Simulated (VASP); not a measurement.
# CdSiN2 (P-4m2) in VASP: notebook

Aim: see how the results for CdSiN2 move with the level of theory and the settings. Levels: r2SCAN, PBE. Tasks: single point.

All numbers are computed with VASP 6.6.1; they aren't measurements. Logs are shortened: lines on timing, memory, paths and dates and some standing lists are left out, and cuts for length are marked.

### 1 The cell of the first run

It takes space group P-4m2 (No. 115, tetragonal). The conventional cell has a = 3.120 Å, b = 3.120 Å, c = 10.418 Å, α = 90.00°, β = 90.00°, γ = 90.00°. Within 2.8 Å of Cd (site symmetry 2mm) lie 4 N at 2.12 to 2.49 Å. Within 2.8 Å of N (site symmetry -4m2) lie 4 Cd at 2.12 Å. N (site symmetry 2mm) has 2 Si at 1.73 Å within 2.3 Å. Within 2.5 Å of N (site symmetry -4m2) lie 4 Si at 1.90 Å. Si (site symmetry 2mm) has 4 N at 1.73 to 1.90 Å within 2.3 Å.

### 2 Single point, r2SCAN (12.68 Å³/atom)

Contents of POSCAR:

```
CdSiN2
1.0
    3.1199380992      0.0000000000      0.0000000000
    0.0000000000      3.1199380992      0.0000000000
    0.0000000000      0.0000000000     10.4180198298
Cd N Si
2 4 2
Direct
    0.5000000000      0.0000000000      0.8616232094
    0.0000000000      0.5000000000      0.1383767906
    0.5000000000      0.5000000000      0.0000000000
    0.0000000000      0.0000000000      0.3247102099
    0.5000000000      0.5000000000      0.5000000000
    0.0000000000      0.0000000000      0.6752897901
    0.5000000000      0.0000000000      0.3956755403
    0.0000000000      0.5000000000      0.6043244597
```

Contents of INCAR.step1:

```
SYSTEM = CdSiN2
ALGO     = Normal         ! electronic algorithm
EDIFF    = 1E-5           ! SCF threshold, eV
ENCUT    = 770            ! plane-wave cutoff, eV
GGA      = PE             ! functional
GGA_COMPAT= .False.      
ISMEAR   = -1             ! smearing method
LASPH    = .True.         ! aspherical terms in the spheres
LCHARG   = .False.        ! write CHGCAR
LREAL    = .False.        ! projectors in reciprocal space
LWAVE    = .True.         ! write WAVECAR
NBANDS   = 44             ! bands
NELM     = 120            ! most SCF steps
PREC     = Accurate       ! precision mode
SIGMA    = 0.02           ! smearing width, eV
```

Contents of INCAR.step2:

```
SYSTEM = CdSiN2
ALGO     = Normal         ! electronic algorithm
EDIFF    = 1E-6           ! SCF threshold, eV
ENCUT    = 770            ! plane-wave cutoff, eV
GGA_COMPAT= .False.      
ISIF     = 2              ! what is computed and relaxed
ISMEAR   = -1             ! smearing method
ISTART   = 1            
LASPH    = .True.         ! aspherical terms in the spheres
LCHARG   = .False.        ! write CHGCAR
LMIXTAU  = .True.       
LREAL    = .False.        ! projectors in reciprocal space
LWAVE    = .False.        ! write WAVECAR
METAGGA  = R2SCAN         ! meta-GGA
NBANDS   = 44             ! bands
NELM     = 120            ! most SCF steps
PREC     = Accurate       ! precision mode
SIGMA    = 0.02           ! smearing width, eV
```

Contents of KPOINTS:

```
k-points
0
Gamma
  8 8 2
  0 0 0
```

Potentials or basis: VASP PAW PBE potentials, release 64 (Cd_sv_GW, N, Si).

Launch:

```console
$ cat potpaw_PBE.64/Cd_sv_GW/POTCAR potpaw_PBE.64/N/POTCAR potpaw_PBE.64/Si/POTCAR > POTCAR
$ cp INCAR.step1 INCAR
$ mpirun -np 1 vasp_std > vasp.out
$ cp INCAR.step2 INCAR
$ mpirun -np 1 vasp_std > vasp.out
```

OUTCAR:

```text
SYSTEM = CdSiN2
   EDIFF = 1E-6
   ENCUT = 770
   ISIF = 2
   ISMEAR = -1
   ISTART = 1
   LASPH = .True.
   LREAL = .False.
   METAGGA = R2SCAN
   NELM = 120
   PREC = Accurate

 ion  position               nearest neighbor table
   1  0.500  0.000  0.862-   3 2.12   3 2.12
   2  0.000  0.500  0.138-   3 2.12   3 2.12
   3  0.500  0.500  0.000-   1 2.12   2 2.12   1 2.12   2 2.12
   4  0.000  0.000  0.325-   7 1.73   7 1.73
   5  0.500  0.500  0.500-   7 1.90   8 1.90   7 1.90   8 1.90
   6  0.000  0.000  0.675-   8 1.73   8 1.73
   7  0.500  0.000  0.396-   4 1.73   4 1.73   5 1.90   5 1.90   8 3.10   8 3.10   8 3.10   8 3.10

   8  0.000  0.500  0.604-   6 1.73   6 1.73   5 1.90   5 1.90   7 3.10   7 3.10   7 3.10   7 3.10

  LATTYP: Found a simple tetragonal cell.
 ALAT       =     3.1199380992
 C/A-ratio  =     3.3391751690

  Lattice vectors:

 A1 = (   3.1199380992,   0.0000000000,   0.0000000000)
 A2 = (   0.0000000000,   3.1199380992,   0.0000000000)
 A3 = (   0.0000000000,   0.0000000000,  10.4180198298)

Analysis of symmetry for initial positions (statically):
=====================================================================
 Subroutine PRICEL returns:
 Original cell was already a primitive cell.

 Routine SETGRP: Setting up the symmetry group for a
 simple tetragonal supercell.

 Subroutine GETGRP returns: Found  8 space group operations
 (whereof  8 operations were pure point group operations)
 out of a pool of 16 trial point group operations.

The static configuration has the point symmetry D_2d.

Analysis of symmetry for dynamics (positions and initial velocities):
=====================================================================
 Subroutine PRICEL returns:
 Original cell was already a primitive cell.

 Routine SETGRP: Setting up the symmetry group for a
 simple tetragonal supercell.

 Subroutine GETGRP returns: Found  8 space group operations
 (whereof  8 operations were pure point group operations)
 out of a pool of 16 trial point group operations.

The dynamic configuration has the point symmetry D_2d.

 Subroutine INISYM returns: Found  8 space group operations
 (whereof  8 operations are pure point group operations),
 and found     1 'primitive' translations

----------------------------------------------------------------------------------------

                                     Primitive cell

  volume of cell :     101.4091

  direct lattice vectors                    reciprocal lattice vectors
     3.119938099  0.000000000  0.000000000     0.320519180  0.000000000  0.000000000
     0.000000000  3.119938099  0.000000000     0.000000000  0.320519180  0.000000000
     0.000000000  0.000000000 10.418019830     0.000000000  0.000000000  0.095987531

  length of vectors
     3.119938099  3.119938099 10.418019830     0.320519180  0.320519180  0.095987531

  position of ions in fractional coordinates (direct lattice)
     0.500000000  0.000000000  0.861623209
     0.000000000  0.500000000  0.138376791
     0.500000000  0.500000000  0.000000000
     0.000000000  0.000000000  0.324710210
     0.500000000  0.500000000  0.500000000
     0.000000000  0.000000000  0.675289790
     0.500000000  0.000000000  0.395675540
     0.000000000  0.500000000  0.604324460

  ion indices of the primitive-cell ions
   primitive index   ion index
                 1           1
                 2           2
                 3           3
                 4           4
                 5           5
                 6           6
                 7           7
                 8           8

----------------------------------------------------------------------------------------

 KPOINTS: k-points

Automatic generation of k-mesh.
 Grid dimensions read from file:
 generate k-points for:    8    8    2

 Generating k-lattice:

  Cartesian coordinates                     Fractional coordinates (reciprocal lattice)
     0.040064897  0.000000000  0.000000000     0.125000000  0.000000000  0.000000000
     0.000000000  0.040064897  0.000000000     0.000000000  0.125000000  0.000000000
     0.000000000  0.000000000  0.047993765     0.000000000  0.000000000  0.500000000

  Length of vectors
     0.040064897  0.040064897  0.047993765

  Shift w.r.t. Gamma in fractional coordinates (k-lattice)
     0.000000000  0.000000000  0.000000000

 Subroutine IBZKPT returns following result:
 ===========================================

 Found     30 irreducible k-points:

 Following reciprocal coordinates:
            Coordinates               Weight
  0.000000  0.000000  0.000000      1.000000
  0.125000  0.000000  0.000000      4.000000
  0.250000  0.000000  0.000000      4.000000
  0.375000  0.000000  0.000000      4.000000
  0.500000  0.000000  0.000000      2.000000
  0.125000  0.125000  0.000000      4.000000
[... 16 lines left out ...]
  0.375000  0.125000  0.500000      8.000000
  0.500000  0.125000  0.500000      4.000000
 [... further k-points ...]
   k-points           NKPTS =     30   k-points in BZ     NKDIM =     30   number of bands    NBANDS=     44
   number of dos      NEDOS =    301   number of ions     NIONS =      8
   total plane-waves  NPLWV =  75264
   dimension x,y,z NGX =    28 NGY =   28 NGZ =   96
   dimension x,y,z NGXF=    56 NGYF=   56 NGZF=  192
   ions per type =               2   4   2
   NGX,Y,Z   is equivalent  to a cutoff of  14.92, 14.92, 15.32 a.u.
   NGXF,Y,Z  is equivalent  to a cutoff of  29.84, 29.84, 30.64 a.u.
 SYSTEM =  CdSiN2
   PREC   = accura    normal or accurate (medium, high low for compatibility)
   ISTART =      1    job   : 0-new  1-cont  2-samecut
   ICHARG =      0    charge: 1-file 2-atom 10-const
   ISPIN  =      1    spin polarized calculation?
   LNONCOLLINEAR =      F non collinear calculations
   LSORBIT =      F    spin-orbit coupling
   LASPH  =      T    aspherical Exc in radial PAW
   ENCUT  =  770.0 eV  56.59 Ry    7.52 a.u.   7.06  7.06 23.57*2*pi/ulx,y,z
   NELM   =    120;   NELMIN=  2; NELMDL=  0     # of ELM steps
   EDIFF  = 0.1E-05   stopping-criterion for ELM
   LREAL  =      F    real-space projection
   EDIFFG = 0.1E-04   stopping-criterion for IOM
   NSW    =      0    number of steps for IOM
   IBRION =     -1    ionic relax: 0-MD 1-quasi-New 2-CG
   NFREE  =      0    steps in history (QN), initial steepest desc. (CG)
   ISIF   =      2    stress and relaxation
   ISYM   =      2    0-nonsym 1-usesym 2-fastsym
   POTIM  = 0.5000    time-step for ionic-motion
   TEBEG  =    0.0;   TEEND  =   0.0 temperature during run
   PSTRESS=    0.0 pullay stress
   NELECT =      68.0000    total number of electrons
   NUPDOWN=      -1.0000    fix difference up-down
   EMIN   =  10.00;   EMAX   =-10.00  energy-range for DOS
   EFERMI =   0.00;   METHOD = LEGACY
   ISMEAR =    -1;   SIGMA  =   0.02  broadening in eV -4-tet -1-fermi 0-gaus
   EFERMI_NEDOS =   21; number of points for ismear=-14 and -15
   IALGO  =     38    algorithm
   IMIX   =      4    mixing-type and parameters
     AMIX     =   0.40;   BMIX     =  1.00
     AMIX_MAG =   1.60;   BMIX_MAG =  1.00
  volume/ion in A,a.u.               =      12.68        85.54
  Fermi-wavevector in a.u.,A,eV,Ry     =   1.432909  2.707806 27.935884  2.053230
  Thomas-Fermi vector in A             =   2.552485
   LORBIT       =      0    0 simple, 1 ext, 2 COOP (PROOUT), +10 PAW based schemes
   METAGGA = R2SCAN    functional components
   LHFCALC =     F    Hartree Fock is set to
   AEXX    =    0.0000 exact exchange contribution
   IVDW    =     0    specifies the selected vdW correction
   LEPSILON=     F    determine dielectric tensor
   LRPA    =     F    only Hartree local field effects (RPA)
 non-spin polarized calculation
  energy-cutoff  :      770.00
  volume of cell :      101.41
 maximum number of plane-waves:      4946
   NGX = 15   NGY = 15   NGZ = 47

 number of electron      67.9999976 magnetization

 Free energy of the ion-electron system (eV)
  ---------------------------------------------------
  ext. energy  EPLUGINS =         0.00000000
  ---------------------------------------------------
  free energy    TOTEN  =       -96.49327096 eV

  energy without entropy =      -96.49096778  energy(sigma->0) =      -96.49211937

 E-fermi :   8.1186     XC(G=0): -11.7702

 val. band max:        8.1146403708   @ k =   0.3750   0.0000   0.5000
 cond. band min:       8.1466547244   @ k =   0.5000   0.5000   0.0000
 fundamental gap:      0.0320143536
 Fermi energy:         8.1186491261

 k-point     1 :       0.0000    0.0000    0.0000
  band No.  band energies     occupation
      1     -97.6710      2.00000
      2     -97.6708      2.00000
      3     -57.9016      2.00000
      4     -57.9016      2.00000
      5     -57.8181      2.00000
      6     -57.8181      2.00000
[... 36 lines left out ...]
     43      15.6153      0.00000
     44      16.0220      0.00000

 k-point     2 :       0.1250    0.0000    0.0000
  band No.  band energies     occupation
      1     -97.6708      2.00000
      2     -97.6707      2.00000
      3     -57.9045      2.00000
      4     -57.9014      2.00000
      5     -57.8214      2.00000
      6     -57.8179      2.00000
[... 36 lines left out ...]
     43      15.5081      0.00000
     44      15.6128      0.00000

 k-point     3 :       0.2500    0.0000    0.0000
  band No.  band energies     occupation
      1     -97.6705      2.00000
      2     -97.6703      2.00000
      3     -57.9115      2.00000
      4     -57.9009      2.00000
      5     -57.8291      2.00000
      6     -57.8175      2.00000
[... 976 lines left out ...]
     43      13.9033      0.00000
     44      14.4837      0.00000

 k-point    24 :       0.5000    0.1250    0.5000
  band No.  band energies     occupation
      1     -97.6698      2.00000
      2     -97.6697      2.00000
      3     -57.9212      2.00000
      4     -57.9031      2.00000
      5     -57.8398      2.00000
      6     -57.8200      2.00000
[... 36 lines left out ...]
     43      13.2966      0.00000
     44      14.7708      0.00000

 [... further k-points ...]

------------------------ aborting loop because EDIFF is reached ----------------------------------------

  FORCE on cell =-STRESS in cart. coord.  units (eV):
  Direction    XX          YY          ZZ          XY          YZ          ZX
  --------------------------------------------------------------------------------------
  -------------------------------------------------------------------------------------
  Total       -3.2926856     -3.2926856     -3.0407816      0.0000000      0.0000000     -0.0000000
  in kB      -52.0216004    -52.0216004    -48.0417341      0.0000000      0.0000000     -0.0000000
  external PRESSURE =     -50.6949783 kB  Pullay stress =       0.0000000 kB

 VOLUME and BASIS-vectors are now :
 -----------------------------------------------------------------------------
  energy-cutoff  :      770.00
  volume of cell :      101.41
      direct lattice vectors                 reciprocal lattice vectors
     3.119938099  0.000000000  0.000000000     0.320519180  0.000000000  0.000000000
     0.000000000  3.119938099  0.000000000     0.000000000  0.320519180  0.000000000
     0.000000000  0.000000000 10.418019830     0.000000000  0.000000000  0.095987531

 POSITION                                       TOTAL-FORCE (eV/Angst)
 -----------------------------------------------------------------------------------
      1.55997      0.00000      8.97641         0.000000      0.000000      0.219990
      0.00000      1.55997      1.44161        -0.000000      0.000000     -0.219990
      1.55997      1.55997      0.00000        -0.000000      0.000000      0.000000
      0.00000      0.00000      3.38284        -0.000000      0.000000      0.212100
      1.55997      1.55997      5.20901        -0.000000     -0.000000      0.000000
      0.00000      0.00000      7.03518        -0.000000      0.000000     -0.212100
      1.55997      0.00000      4.12216        -0.000000      0.000000     -0.033881
      0.00000      1.55997      6.29586        -0.000000      0.000000      0.033881
 -----------------------------------------------------------------------------------
    total drift:                                0.000000      0.000000      0.000000

  FREE ENERGIE OF THE ION-ELECTRON SYSTEM (eV)
  ---------------------------------------------------
  free  energy   TOTEN  =       -96.4932709629 eV

  energy  without entropy=      -96.4909677815  energy(sigma->0) =      -96.49211937
```

Wall time 10 min (1 thread of Intel Xeon Platinum 8488C (Sapphire Rapids), shared host); peak memory 0.45 GiB.

What came out:

```
Free energy            : -96.4933 eV
Pressure               : -5.1 GPa
Largest force          : 0.220 eV/Å
Band gap on the k mesh : zero (bands 34 and 35 overlap by 0.41 eV)
```

Forces on the atoms (eV/Å):
```
Cd   0.000  0.000  0.220
Cd   0.000  0.000 -0.220
N    0.000  0.000  0.000
N    0.000  0.000  0.212
N    0.000  0.000  0.000
N    0.000  0.000 -0.212
Si   0.000  0.000 -0.034
Si   0.000  0.000  0.034
```

Caveat: the cell stands under tension; semilocal functionals underestimate gaps, and a narrow one can read as zero; the PAW data sets were made with another functional, which shifts forces and pressure a little.

### 3 Single point, r2SCAN (13.05 Å³/atom)

This run uses another cell than the first one, of 13.05 Å³/atom.

Changes to POSCAR since step 2:

```diff
@@ -2,5 +2,5 @@
 1.0
-    3.1199380992      0.0000000000      0.0000000000
-    0.0000000000      3.1199380992      0.0000000000
-    0.0000000000      0.0000000000     10.4180198298
+    3.1499393445      0.0000000000      0.0000000000
+    0.0000000000      3.1499393445      0.0000000000
+    0.0000000000      0.0000000000     10.5181992429
 Cd N Si
```

Contents of INCAR.step1:

```
SYSTEM = CdSiN2
ALGO = Normal
EDIFF = 1E-5
ENCUT = 770
GGA = PE
GGA_COMPAT = .FALSE.
ISMEAR = -1
LASPH = .TRUE.
LCHARG = .FALSE.
LREAL = .FALSE.
LWAVE = .TRUE.
NBANDS = 44
NELM = 120
PREC = Accurate
SIGMA = 0.02
```

Contents of INCAR.step2:

```
SYSTEM = CdSiN2
ALGO = Normal
EDIFF = 1E-6
ENCUT = 770
GGA_COMPAT = .FALSE.
ISIF = 2
ISMEAR = -1
ISTART = 1
LASPH = .TRUE.
LCHARG = .TRUE.
LELF = .TRUE.
LMIXTAU = .TRUE.
LREAL = .FALSE.
LVHAR = .TRUE.
LWAVE = .FALSE.
METAGGA = R2SCAN
NBANDS = 44
NELM = 120
PREC = Accurate
SIGMA = 0.02
```

Contents of KPOINTS:

```
k-points
0
G
  8 8 2
  0 0 0
```

Potentials or basis: VASP PAW PBE potentials, release 64 (Cd_sv_GW, N, Si).

Launch:

```console
$ cat potpaw_PBE.64/Cd_sv_GW/POTCAR potpaw_PBE.64/N/POTCAR potpaw_PBE.64/Si/POTCAR > POTCAR
$ cp INCAR.step1 INCAR
$ mpirun -np 1 vasp_std > vasp.out
$ cp INCAR.step2 INCAR
$ mpirun -np 1 vasp_std > vasp.out
```

It took 16 min on 1 thread of Intel Xeon Platinum 8259CL at 2.50GHz (Skylake/Cascade Lake), shared host; peak memory 0.47 GiB.

The run converged. Its results:

```yaml
Free_energy: -96.3634 eV
Pressure: -9.3 GPa
Largest_force: 0.405 eV/Å
Band_gap_on_the_k_mesh: zero (bands 34 and 35 overlap by 0.40 eV)
```

Forces in eV/Å, atoms in the order of the input:
```
Cd   0.000  0.000  0.405
Cd   0.000  0.000 -0.405
N    0.000  0.000  0.000
N    0.000  0.000  0.390
N    0.000  0.000  0.000
N    0.000  0.000 -0.390
Si   0.000  0.000 -0.041
Si   0.000  0.000  0.041
```

Stress tensor (GPa, compression positive):
```
-9.55  0.00  0.00
 0.00 -9.55  0.00
 0.00  0.00 -8.80
```

Levels at points of the mesh, in eV from the Fermi level:
| k point | band 31 | band 32 | band 33 | band 34 | band 35 | band 36 | band 37 | band 38 |
| --- | --- | --- | --- | --- | --- | --- | --- | --- |
| (0.00, 0.00, 0.00) | -3.45 | -3.41 | -1.37 | -0.34 | -0.34 | 0.03 | 1.02 | 1.97 |
| (0.50, 0.00, 0.00) | -3.75 | -3.20 | -3.10 | 0.05 | 0.73 | 1.26 | 2.48 | 2.54 |
| (0.50, 0.50, 0.00) | -4.66 | -3.02 | -3.02 | -2.73 | 0.07 | 1.55 | 2.83 | 4.03 |
| (0.00, 0.00, 0.50) | -3.44 | -3.44 | -0.39 | -0.35 | -0.35 | -0.26 | 0.75 | 1.45 |
| (0.50, 0.00, 0.50) | -3.96 | -3.25 | -3.20 | 0.05 | 1.24 | 1.63 | 1.72 | 1.82 |
| (0.50, 0.50, 0.50) | -4.78 | -3.02 | -3.02 | -2.84 | 0.50 | 2.14 | 2.16 | 2.83 |

Caveat: the cell stands under tension; semilocal functionals underestimate gaps, and a narrow one can read as zero; the PAW data sets were made with another functional, which shifts forces and pressure a little.

[end of part 1 of 2]

The gap in the log of VASP goes by the Fermi energy; the results here count the filled bands.